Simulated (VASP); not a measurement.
Runs of VASP 6.6.1 on LiGeBr3. The structure is that of space group Pm-3m (No. 221), or close to it. The cells are those of the table. 

| task | level | cell | cutoff (eV) | smearing | gap on the mesh (eV) |
| --- | --- | --- | --- | --- | --- |
| single point | PBE | a = 5.483 Å, 5 atoms | 520 | gaussian 0.01 eV | 0.46 |
| relaxation of cell and atoms | PBE | relaxed from a = 5.487 Å, 5 atoms | 600 | gaussian 0.01 eV | 0.46 |
| single point | PBEsol | a = 5.487 Å, 5 atoms | 520 | gaussian 0.02 eV | (a) |
| single point | PBE | a = 5.487 Å, 5 atoms | 520 | gaussian 0.02 eV | 0.47 |

Alike in all rows: potentials or basis VASP PAW PBE potentials, release 64 (Li_sv, Ge_d, Br); no spin polarisation; k mesh 8 × 8 × 8.

Task: Fill in the values left out.

Result: (a) 0.40.

A k mesh can miss the band edges, and the runs leave out spin-orbit coupling on Br, Ge.
